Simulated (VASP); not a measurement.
SiNi, 2 atoms in the cell. Symmetry: P4/mmm, No. 123, tetragonal system. Conventional cell: a = 2.628 Å, b = 2.628 Å, c = 3.279 Å, α = 90.00°, β = 90.00°, γ = 90.00°. Si (site symmetry 4/mmm) has 8 Ni at 2.48 Å and 6 Si at 2.63 to 3.28 Å within 3.3 Å. Ni (site symmetry 4/mmm) has 8 Si at 2.48 Å and 6 Ni at 2.63 to 3.28 Å within 3.3 Å. The cell was built from a structure type or drawn by symmetry, and may not be a known phase.

```yaml
Program: VASP 6.6.1
Task: single point
Functional: PBE
Potentials_or_basis: VASP PAW PBE potentials, release 64 (Si, Ni)
Cutoff: 520 eV
k_mesh: 6 × 6 × 6
Occupations: gaussian, width 0.1 eV
Spin: no spin polarisation
Dipole_correction: no
Further_INCAR_settings: ALGO = Normal; EDIFF = 1e-06; NBANDS = 14
```

Potentials or basis: VASP PAW PBE potentials, release 64 (Si, Ni).

The run is started by

```console
$ cat potpaw_PBE.64/Si/POTCAR potpaw_PBE.64/Ni/POTCAR > POTCAR
$ mpirun -np 1 vasp_std > vasp.out
```

Hardware: 1 thread of Intel(R) Xeon(R) Platinum 8559C (Emerald Rapids) (shared host).

Question: Estimate the wall time of this run.

Answer: Run time: 5.6 s on 1 thread of Intel(R) Xeon(R) Platinum 8559C (Emerald Rapids), on a shared host, peak memory 0.13 GiB. Counts: scf iterations 14, k points 40.
